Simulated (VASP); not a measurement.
# Te (P6_3/mmc) in VASP: a series of runs, part 2 of 2

VASP 6.6.1. The steps go on from the part before.

### Step 3. Single point, PBE

The input, INCAR:

```
SYSTEM = Te
PREC = Accurate
ENCUT = 520
EDIFF = 1E-6
ISMEAR = -1
SIGMA = 0.08
LREAL = .FALSE.
LASPH = .TRUE.
NELM = 100
ALGO = Normal
ISIF = 2
LWAVE = .FALSE.
LCHARG = .FALSE.
GGA = PE
NBANDS = 13
```

The input, KPOINTS:

```
regular mesh
0
G
  17 17 9
  0 0 0
```

The input, POSCAR:

```
Te
1.0
    2.5911348898      0.0000000000      0.0000000000
   -1.2955674449      2.2439886392      0.0000000000
    0.0000000000      0.0000000000      4.1479348977
Te
2
Direct
    0.3333333333      0.6666666667      0.2500000000
    0.6666666667      0.3333333333      0.7500000000
```

Potentials or basis: VASP PAW PBE potentials, release 64 (Te).

Started as:

```
cat potpaw_PBE.64/Te/POTCAR > POTCAR
mpirun -np 1 vasp_std > vasp.out
```

OUTCAR:

```text
SYSTEM = Te
   PREC = Accurate
   ENCUT = 520
   EDIFF = 1E-6
   ISMEAR = -1
   LREAL = .FALSE.
   LASPH = .TRUE.
   NELM = 100
   ISIF = 2
   GGA = PE

 ion  position               nearest neighbor table
   1  0.333  0.667  0.250-   2 2.56   2 2.56   2 2.56   2 2.56   2 2.56   2 2.56   2 3.64   2 3.64
                             2 3.64   2 3.64   2 3.64   2 3.64
   2  0.667  0.333  0.750-   1 2.56   1 2.56   1 2.56   1 2.56   1 2.56   1 2.56   1 3.64   1 3.64
                             1 3.64   1 3.64   1 3.64   1 3.64

  LATTYP: Found a hexagonal cell.
 ALAT       =     2.5911348898
 C/A-ratio  =     1.6008178169

  Lattice vectors:

 A1 = (   2.5911348898,   0.0000000000,   0.0000000000)
 A2 = (  -1.2955674449,   2.2439886392,   0.0000000000)
 A3 = (   0.0000000000,   0.0000000000,   4.1479348977)

Analysis of symmetry for initial positions (statically):
=====================================================================
 Subroutine PRICEL returns:
 Original cell was already a primitive cell.

 Routine SETGRP: Setting up the symmetry group for a
 hexagonal supercell.

 Subroutine GETGRP returns: Found 24 space group operations
 (whereof 12 operations were pure point group operations)
 out of a pool of 24 trial point group operations.

The static configuration has the point symmetry D_3d.
 The point group associated with its full space group is D_6h.

Analysis of symmetry for dynamics (positions and initial velocities):
=====================================================================
 Subroutine PRICEL returns:
 Original cell was already a primitive cell.

 Routine SETGRP: Setting up the symmetry group for a
 hexagonal supercell.

 Subroutine GETGRP returns: Found 24 space group operations
 (whereof 12 operations were pure point group operations)
 out of a pool of 24 trial point group operations.

The dynamic configuration has the point symmetry D_3d.
 The point group associated with its full space group is D_6h.

 Subroutine INISYM returns: Found 24 space group operations
 (whereof 12 operations are pure point group operations),
[... 125 lines left out ...]
   LEPSILON=     F    determine dielectric tensor
   LRPA    =     F    only Hartree local field effects (RPA)
 non-spin polarized calculation
  energy-cutoff  :      520.00
  volume of cell :       24.12
 maximum number of plane-waves:       667
 NGX is ok and might be reduce to    20
   NGX =  9   NGY =  9   NGZ = 15

 number of electron      12.0000000 magnetization

 Free energy of the ion-electron system (eV)
  ---------------------------------------------------
  ext. energy  EPLUGINS =         0.00000000
  ---------------------------------------------------
  free energy    TOTEN  =        10.22547486 eV

  energy without entropy =       10.23907917  energy(sigma->0) =       10.23227701

 E-fermi :  25.4737     XC(G=0): -14.2799

 val. band max:       25.4620248892   @ k =   0.4706   0.0588   0.3333
 cond. band min:      25.4795359879   @ k =   0.2353  -0.0000   0.1111
 fundamental gap:      0.0175110987
 Fermi energy:        25.4737093874

 k-point     1 :       0.0000    0.0000    0.0000
  band No.  band energies     occupation
      1       0.4489      2.00000
      2      10.3619      2.00000
      3      10.3777      2.00000
      4      30.1806      0.00000
      5      30.1806      0.00000
      6      31.9008      0.00000
      7      33.1145      0.00000
      8      33.1145      0.00000
      9      33.3186      0.00000
     10      34.3159      0.00000
     11      38.3967      0.00000
     12      38.6388      0.00000
     13      38.6388      0.00000
[... 354 lines left out ...]
  band No.  band energies     occupation
      1       3.5764      2.00000
      2      13.1395      2.00000
      3      13.6978      2.00000
      4      18.6805      2.00000
      5      19.7645      2.00000
      6      27.6697      0.00000
      7      27.9809      0.00000
      8      28.1217      0.00000
      9      29.4664      0.00000
     10      34.3993      0.00000
     11      35.9457      0.00000
     12      37.7878      0.00000
     13      40.1932      0.00000

 [... further k-points ...]

------------------------ aborting loop because EDIFF is reached ----------------------------------------

  FORCE on cell =-STRESS in cart. coord.  units (eV):
  Direction    XX          YY          ZZ          XY          YZ          ZX
  --------------------------------------------------------------------------------------
  -------------------------------------------------------------------------------------
  Total       52.1396294     52.1396294     52.1905097      0.0000000      0.0000000      0.0000000
  in kB     3463.6652657   3463.6652657   3467.0452743      0.0000000      0.0000000      0.0000000
  external PRESSURE =    3464.7919353 kB  Pullay stress =       0.0000000 kB

 VOLUME and BASIS-vectors are now :
 -----------------------------------------------------------------------------
  energy-cutoff  :      520.00
  volume of cell :       24.12
      direct lattice vectors                 reciprocal lattice vectors
     2.591134890  0.000000000  0.000000000     0.385931278  0.222817527  0.000000000
    -1.295567445  2.243988639  0.000000000     0.000000000  0.445635055  0.000000000
     0.000000000  0.000000000  4.147934898     0.000000000  0.000000000  0.241083822

 POSITION                                       TOTAL-FORCE (eV/Angst)
 -----------------------------------------------------------------------------------
     -0.00000      1.49599      1.03698        -0.000000     -0.000000      0.000000
      1.29557      0.74800      3.11095         0.000000      0.000000      0.000000
 -----------------------------------------------------------------------------------
    total drift:                               -0.000000      0.000000      0.000000

  FREE ENERGIE OF THE ION-ELECTRON SYSTEM (eV)
  ---------------------------------------------------
  free  energy   TOTEN  =        10.2254748565 eV

  energy  without entropy=       10.2390791728  energy(sigma->0) =       10.23227701
```

OSZICAR:

```text
N       E                     dE             d eps       ncg     rms          rms(c)
DAV:   1     0.644178381441E+02    0.64418E+02   -0.52851E+03  4290   0.825E+02
DAV:   2     0.118478236360E+02   -0.52570E+02   -0.49925E+02  5638   0.149E+02
DAV:   3     0.993162538422E+01   -0.19162E+01   -0.18975E+01  5466   0.285E+01
DAV:   4     0.992139413733E+01   -0.10231E-01   -0.10230E-01  5263   0.267E+00
DAV:   5     0.992132672423E+01   -0.67413E-04   -0.67410E-04  5584   0.230E-01    0.426E+01
DAV:   6     0.101205897311E+02    0.19926E+00   -0.24024E-02  4875   0.955E-01    0.260E+01
DAV:   7     0.102243980581E+02    0.10381E+00   -0.44085E-02  4788   0.131E+00    0.685E-01
DAV:   8     0.102254181570E+02    0.10201E-02   -0.16100E-03  5301   0.252E-01    0.114E-01
DAV:   9     0.102254497424E+02    0.31585E-04   -0.43917E-05  5493   0.418E-02    0.425E-02
DAV:  10     0.102254770564E+02    0.27314E-04   -0.10011E-05  5319   0.177E-02    0.148E-02
DAV:  11     0.102254745708E+02   -0.24856E-05   -0.14742E-07  3520   0.320E-03    0.970E-04
DAV:  12     0.102254748565E+02    0.28573E-06   -0.13982E-08  2995   0.927E-04
   1 F= 0.10225475E+02 E0= 0.10232277E+02  d E =-.136043E-01
```

Run time: 22 s. Hardware: 1 thread of AMD EPYC 9R45 (Zen 5), shared host; peak memory 0.13 GiB.

What came out:

```yaml
Free_energy: 10.2255 eV
Pressure: 346.5 GPa
Band_gap_on_the_k_mesh: zero (bands 6 and 7 overlap by 10.90 eV)
```

Levels at points of the mesh, in eV from the Fermi level:
```
           k point  band 2  band 3  band 4  band 5  band 6  band 7  band 8  band 9  band 10  band 11
(0.00, 0.00, 0.00)  -15.11  -15.10    4.71    4.71    6.43    7.64    7.64    7.84     8.84    12.92
```

Caveat: the cell stands under pressure; spin-orbit coupling is left out, which moves the levels of the heavy elements.
